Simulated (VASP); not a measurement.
# As (R-3m) in VASP: relaxation of cell and atoms with PBEsol+D3(BJ)

Aim: the relaxation of cell and atoms of As with PBEsol+D3(BJ).

Program: VASP 6.6.1. These are calculated values, not measurements. Logs are shortened: lines on timing, memory, paths and dates and some standing lists are left out, and cuts for length are marked.

## Step 1: The cell of the first run

The structure is trigonal, space group R-3m (No. 166). The conventional cell has a = 3.762 Å, b = 3.762 Å, c = 10.542 Å, α = 90.00°, β = 90.00°, γ = 120.00°. As (site symmetry 3m) has 6 As at 2.51 to 3.14 Å within 3.3 Å.

## Step 2: Relaxation of cell and atoms, PBEsol+D3(BJ), collinear spin, antiferromagnetic start

INCAR reads:

```
SYSTEM = As
PREC = Accurate
ENCUT = 600
EDIFF = 1E-6
ISMEAR = -1
SIGMA = 0.1
LREAL = .FALSE.
LASPH = .TRUE.
NELM = 150
ALGO = Normal
ISIF = 3
LWAVE = .FALSE.
LCHARG = .FALSE.
ISPIN = 2
MAGMOM = 0.5 -0.5
LORBIT = 11
GGA = PS
IVDW = 12
IBRION = 2
NSW = 80
EDIFFG = -0.02
```

KPOINTS reads:

```
regular mesh
0
G
  9 9 9
  0 0 0
```

POSCAR reads:

```
As
1.0
    1.8807968987      1.0858785957      3.5140619945
   -1.8807968987      1.0858785957      3.5140619945
    0.0000000000     -2.1717571915      3.5140619945
As
2
Direct
    0.2260000000      0.2260000000      0.2260000000
    0.7740000000      0.7740000000      0.7740000000
```

Potentials or basis: VASP PAW PBE potentials, release 64 (As).

Started as:

```console
$ cat potpaw_PBE.64/As/POTCAR > POTCAR
$ mpirun -np 1 vasp_std > vasp.out
```

OUTCAR:

```text
SYSTEM = As
   PREC = Accurate
   ENCUT = 600
   EDIFF = 1E-6
   ISMEAR = -1
   LREAL = .FALSE.
   LASPH = .TRUE.
   NELM = 150
   ISIF = 3
   ISPIN = 2
   LORBIT = 11
   GGA = PS
   IVDW = 12
   IBRION = 2
   NSW = 80
   EDIFFG = -0.02
 IVDW          = 12

 ion  position               nearest neighbor table
   1  0.226  0.226  0.226-   2 2.51   2 2.51   2 2.51
   2  0.774  0.774  0.774-   1 2.51   1 2.51   1 2.51

  LATTYP: Found a trigonal (rhomboedric) cell.
 ALAT       =     4.1310000000
 COS(alpha) =     0.5854247172

  Lattice vectors:

 A1 = (   1.8807968987,   1.0858785957,   3.5140619945)
 A2 = (  -1.8807968987,   1.0858785957,   3.5140619945)
 A3 = (   0.0000000000,  -2.1717571915,   3.5140619945)

Analysis of symmetry for initial positions (statically):
=====================================================================
 Subroutine PRICEL returns:
 Original cell was already a primitive cell.

 Routine SETGRP: Setting up the symmetry group for a
 trigonal (rhombohedral) supercell.

 Subroutine GETGRP returns: Found 12 space group operations
 (whereof 12 operations were pure point group operations)
 out of a pool of 12 trial point group operations.

The static configuration has the point symmetry D_3d.

Analysis of symmetry for dynamics (positions and initial velocities):
=====================================================================
 Subroutine PRICEL returns:
 Original cell was already a primitive cell.

 Routine SETGRP: Setting up the symmetry group for a
 trigonal (rhombohedral) supercell.

 Subroutine GETGRP returns: Found 12 space group operations
 (whereof 12 operations were pure point group operations)
 out of a pool of 12 trial point group operations.

The dynamic configuration has the point symmetry D_3d.

Analysis of structural, dynamic, and magnetic symmetry:
=====================================================================
 Subroutine PRICEL returns:
 Original cell was already a primitive cell.

 Routine SETGRP: Setting up the symmetry group for a
 trigonal (rhombohedral) supercell.

 Subroutine GETGRP returns: Found 12 space group operations
 (whereof 12 operations were pure point group operations)
 out of a pool of 12 trial point group operations.

The overall configuration has the point symmetry D_3d.

 Subroutine INISYM returns: Found 12 space group operations
 (whereof 12 operations are pure point group operations),
 and found     1 'primitive' translations

----------------------------------------------------------------------------------------

                                     Primitive cell

  volume of cell :      43.0610

  direct lattice vectors                    reciprocal lattice vectors
     1.880796899  1.085878596  3.514061995     0.265844760  0.153485544  0.094856987
    -1.880796899  1.085878596  3.514061995    -0.265844760  0.153485544  0.094856987
     0.000000000 -2.171757191  3.514061995     0.000000000 -0.306971087  0.094856987

  length of vectors
     4.131000000  4.131000000  4.131000000     0.321292852  0.321292852  0.321292852

  position of ions in fractional coordinates (direct lattice)
     0.226000000  0.226000000  0.226000000
     0.774000000  0.774000000  0.774000000

  ion indices of the primitive-cell ions
   primitive index   ion index
                 1           1
                 2           2

----------------------------------------------------------------------------------------

 KPOINTS: regular mesh

Automatic generation of k-mesh.
 Grid dimensions read from file:
 generate k-points for:    9    9    9

 Generating k-lattice:

  Cartesian coordinates                     Fractional coordinates (reciprocal lattice)
     0.029538307  0.017053949  0.010539665     0.111111111  0.000000000 -0.000000000
    -0.029538307  0.017053949  0.010539665     0.000000000  0.111111111 -0.000000000
     0.000000000 -0.034107899  0.010539665    -0.000000000 -0.000000000  0.111111111

  Length of vectors
     0.035699206  0.035699206  0.035699206

  Shift w.r.t. Gamma in fractional coordinates (k-lattice)
     0.000000000  0.000000000  0.000000000

 Subroutine IBZKPT returns following result:
 ===========================================

 Found     85 irreducible k-points:

 Following reciprocal coordinates:
            Coordinates               Weight
  0.000000  0.000000  0.000000      1.000000
  0.111111 -0.000000 -0.000000      6.000000
  0.222222 -0.000000 -0.000000      6.000000
  0.333333 -0.000000 -0.000000      6.000000
  0.444444 -0.000000 -0.000000      6.000000
  0.111111  0.111111 -0.000000      6.000000
[... 16 lines left out ...]
 -0.333333  0.333333  0.000000      6.000000
  0.444444  0.444444 -0.000000      6.000000
 [... further k-points ...]
   k-points           NKPTS =     85   k-points in BZ     NKDIM =     85   number of bands    NBANDS=      9
   number of dos      NEDOS =    301   number of ions     NIONS =      2
   total plane-waves  NPLWV =  46656
   dimension x,y,z NGX =    36 NGY =   36 NGZ =   36
   dimension x,y,z NGXF=    72 NGYF=   72 NGZF=   72
   ions per type =               2
   NGX,Y,Z   is equivalent  to a cutoff of  14.49, 14.49, 14.49 a.u.
   NGXF,Y,Z  is equivalent  to a cutoff of  28.98, 28.98, 28.98 a.u.
 SYSTEM =  As
   PREC   = accura    normal or accurate (medium, high low for compatibility)
   ISTART =      0    job   : 0-new  1-cont  2-samecut
   ICHARG =      2    charge: 1-file 2-atom 10-const
   ISPIN  =      2    spin polarized calculation?
   LNONCOLLINEAR =      F non collinear calculations
   LSORBIT =      F    spin-orbit coupling
   LASPH  =      T    aspherical Exc in radial PAW
   ENCUT  =  600.0 eV  44.10 Ry    6.64 a.u.   8.25  8.25  8.25*2*pi/ulx,y,z
   NELM   =    150;   NELMIN=  2; NELMDL= -5     # of ELM steps
   EDIFF  = 0.1E-05   stopping-criterion for ELM
   LREAL  =      F    real-space projection
   EDIFFG = -.2E-01   stopping-criterion for IOM
   NSW    =     80    number of steps for IOM
   IBRION =      2    ionic relax: 0-MD 1-quasi-New 2-CG
   NFREE  =      1    steps in history (QN), initial steepest desc. (CG)
   ISIF   =      3    stress and relaxation
   ISYM   =      2    0-nonsym 1-usesym 2-fastsym
   POTIM  = 0.5000    time-step for ionic-motion
   TEBEG  =    0.0;   TEEND  =   0.0 temperature during run
   PSTRESS=    0.0 pullay stress
   NELECT =      10.0000    total number of electrons
   NUPDOWN=      -1.0000    fix difference up-down
   EMIN   =  10.00;   EMAX   =-10.00  energy-range for DOS
   EFERMI =   0.00;   METHOD = LEGACY
   ISMEAR =    -1;   SIGMA  =   0.10  broadening in eV -4-tet -1-fermi 0-gaus
   EFERMI_NEDOS =   21; number of points for ismear=-14 and -15
   IALGO  =     38    algorithm
   IMIX   =      4    mixing-type and parameters
     AMIX     =   0.40;   BMIX     =  1.00
     AMIX_MAG =   1.60;   BMIX_MAG =  1.00
  volume/ion in A,a.u.               =      21.53       145.29
  Fermi-wavevector in a.u.,A,eV,Ry     =   1.006268  1.901570 13.776916  1.012575
  Thomas-Fermi vector in A             =   2.138999
   LORBIT       =     11    0 simple, 1 ext, 2 COOP (PROOUT), +10 PAW based schemes
   GGA     = PS    functional components
   LHFCALC =     F    Hartree Fock is set to
   AEXX    =    0.0000 exact exchange contribution
   IVDW    =    12    specifies the selected vdW correction
   LEPSILON=     F    determine dielectric tensor
   LRPA    =     F    only Hartree local field effects (RPA)
 conjugate gradient relaxation of ions
 spin polarized calculation
  energy-cutoff  :      600.00
  volume of cell :       43.06
 maximum number of plane-waves:      1461
 NGX is ok and might be reduce to    36
   NGX = 17   NGY = 17   NGZ = 17

--------------------------------------- Ionic step        1  -------------------------------------------

 number of electron      10.0000000 magnetization       0.0000000

 number of electron      10.0000000 magnetization      -0.0000000

 Free energy of the ion-electron system (eV)
  ---------------------------------------------------
  ext. energy  EPLUGINS =         0.00000000
  ---------------------------------------------------
  free energy    TOTEN  =       -10.20705366 eV

  energy without entropy =      -10.20100701  energy(sigma->0) =      -10.20403034

------------------------ aborting loop because EDIFF is reached ----------------------------------------

 Edisp (eV)   -0.73427

 E8    (eV) :    -0.4715
[... 109 lines left out ...]
  FREE ENERGIE OF THE ION-ELECTRON SYSTEM (eV)
  ---------------------------------------------------
  free  energy   TOTEN  =       -10.9789721354 eV

  energy  without entropy=      -10.9701472367  energy(sigma->0) =      -10.97455969

[... ionic steps 4 to 8 ...]

--------------------------------------- Ionic step        9  -------------------------------------------

 number of electron      10.0000000 magnetization       0.0000000

 number of electron      10.0000000 magnetization      -0.0000000
[... 79 lines left out ...]
 number of electron      10.0000000 magnetization      -0.0000000

 number of electron      10.0000000 magnetization       0.0000000

 Free energy of the ion-electron system (eV)
  ---------------------------------------------------
  ext. energy  EPLUGINS =         0.00000000
  ---------------------------------------------------
  free energy    TOTEN  =       -10.20732612 eV

  energy without entropy =      -10.19977657  energy(sigma->0) =      -10.20355135

 E-fermi :   6.1961     XC(G=0): -10.5042

 val. band max:        6.1881536497   @ k =   0.3333   0.2222   0.2222
 cond. band min:       6.3502373261   @ k =   0.4444   0.4444   0.4444
 fundamental gap:      0.1620836764
 Fermi energy:         6.1960988156

 spin component 1

 k-point     1 :       0.0000    0.0000    0.0000
  band No.  band energies     occupation
      1      -9.3387      1.00000
      2       0.9636      1.00000
      3       3.7970      1.00000
      4       4.0071      1.00000
      5       4.0071      1.00000
      6       8.6419      0.00000
      7       9.5375      0.00000
      8       9.5375      0.00000
      9      12.3830      0.00000
[... 265 lines left out ...]
 k-point    24 :       0.4444    0.4444   -0.0000
  band No.  band energies     occupation
      1      -6.4308      1.00000
      2      -3.1268      1.00000
      3      -0.3937      1.00000
      4       1.6401      1.00000
      5       1.6682      1.00000
      6       7.7310      0.00000
      7      12.1673      0.00000
      8      12.9018      0.00000
      9      13.9375      0.00000

 [... further k-points ...]

 spin component 2

 k-point     1 :       0.0000    0.0000    0.0000
  band No.  band energies     occupation
      1      -9.3387      1.00000
      2       0.9636      1.00000
      3       3.7970      1.00000
      4       4.0071      1.00000
      5       4.0071      1.00000
      6       8.6419      0.00000
      7       9.5375      0.00000
      8       9.5375      0.00000
      9      12.3830      0.00000
[... 265 lines left out ...]
 k-point    24 :       0.4444    0.4444   -0.0000
  band No.  band energies     occupation
      1      -6.4308      1.00000
      2      -3.1268      1.00000
      3      -0.3937      1.00000
      4       1.6401      1.00000
      5       1.6682      1.00000
      6       7.7310      0.00000
      7      12.1673      0.00000
      8      12.9018      0.00000
      9      13.9375      0.00000

 [... further k-points ...]

------------------------ aborting loop because EDIFF is reached ----------------------------------------

 Edisp (eV)   -0.79760

 E8    (eV) :    -0.5120
[... 25 lines left out ...]
  FREE ENERGIE OF THE ION-ELECTRON SYSTEM (eV)
  ---------------------------------------------------
  free  energy   TOTEN  =       -11.0049234047 eV

  energy  without entropy=      -10.9973738502  energy(sigma->0) =      -11.00114863

 reached required accuracy - stopping structural energy minimisation

 total charge

# of ion       s       p       d       tot
------------------------------------------
    1        1.301   1.362   0.057   2.720
    2        1.301   1.362   0.057   2.720
--------------------------------------------------
tot          2.602   2.724   0.115   5.441

 magnetization (x)

# of ion       s       p       d       tot
------------------------------------------
    1        0.000  -0.000   0.000  -0.000
    2       -0.000   0.000  -0.000   0.000
--------------------------------------------------
tot          0.000   0.000   0.000   0.000
```

It took 3.4 min on 1 thread of Intel Xeon 6975P-C (Granite Rapids), shared host; peak memory 0.3 GiB.

Results:

- Free energy: -11.0049 eV
- Relaxed volume: 19.83 Å³/atom
- Relaxed cell: a = 3.907 Å, b = 3.907 Å, c = 3.907 Å, α = 57.40°, β = 57.40°, γ = 57.40°
- Space group after relaxing (to 0.05 Å): R-3m (No. 166)
- Energy gained by relaxing: 31.8 meV/atom
- Ionic steps: 11
- Pressure after relaxing: 0.0 GPa
- Largest force after relaxing: 0.005 eV/Å
- Band gap on the k mesh: zero (filled and empty bands overlap)
- Net moment: 0.00 μB per cell
- Valence electrons inside the program's atomic spheres: As 2.72
- Dispersion energy per atom: -0.399 eV

Forces in eV/Å, atoms in the order of the input:
```
As   0.000  0.000 -0.005
As   0.000  0.000  0.005
```

Stress tensor (GPa, compression positive):
```
-0.04  0.00  0.00
 0.00 -0.04  0.00
 0.00  0.00  0.10
```

The path:
| step | energy change (eV) | largest force (eV/Å) | pressure (GPa) | volume (Å³) |
| --- | --- | --- | --- | --- |
| 1 | 0.0000 | 0.4345 | -2.07 | 43.06 |
| 2 | -0.0303 | 0.3725 | -0.10 | 41.35 |
| 3 | -0.0377 | 0.3471 | 1.74 | 40.01 |
| 4 | -0.0537 | 0.0200 | 0.21 | 39.95 |
| 5 | -0.0549 | 0.1428 | -0.31 | 39.92 |
| 6 | -0.0604 | 0.0982 | -0.05 | 39.72 |
| 7 | -0.0631 | 0.0464 | 0.27 | 39.48 |
| 8 | -0.0632 | 0.0371 | 0.32 | 39.44 |
| 9 | -0.0635 | 0.0428 | -0.13 | 39.66 |
| 10 | -0.0635 | 0.0425 | -0.10 | 39.65 |
| 11 | -0.0636 | 0.0052 | 0.01 | 39.66 |

Final structure:
```yaml
crystal:
  lattice:
    - [1.87636, 1.08332, 3.25147]
    - [-1.87636, 1.08332, 3.25147]
    - [0.00000, -2.16664, 3.25147]
  atoms:
    - { symbol: As, position: [0.23291, 0.23291, 0.23291] }
    - { symbol: As, position: [0.76709, 0.76709, 0.76709] }
```

Levels at points of the mesh, in eV from the Fermi level:
Spin up:
```
           k point  band 2  band 3  band 4  band 5  band 6  band 7  band 8  band 9
(0.00, 0.00, 0.00)   -5.23   -2.40   -2.19   -2.19    2.45    3.34    3.34    6.19
```
Spin down:
```csv
k point,band 1,band 2,band 3,band 4,band 5,band 6,band 7,band 8,band 9
"(0.00, 0.00, 0.00)",-15.53,-5.23,-2.40,-2.19,-2.19,2.45,3.34,3.34,6.19
```

Caveat: the PAW data sets were made with another functional, which shifts forces and pressure a little; pairwise dispersion overbinds metals, which lowers pressure and volume.
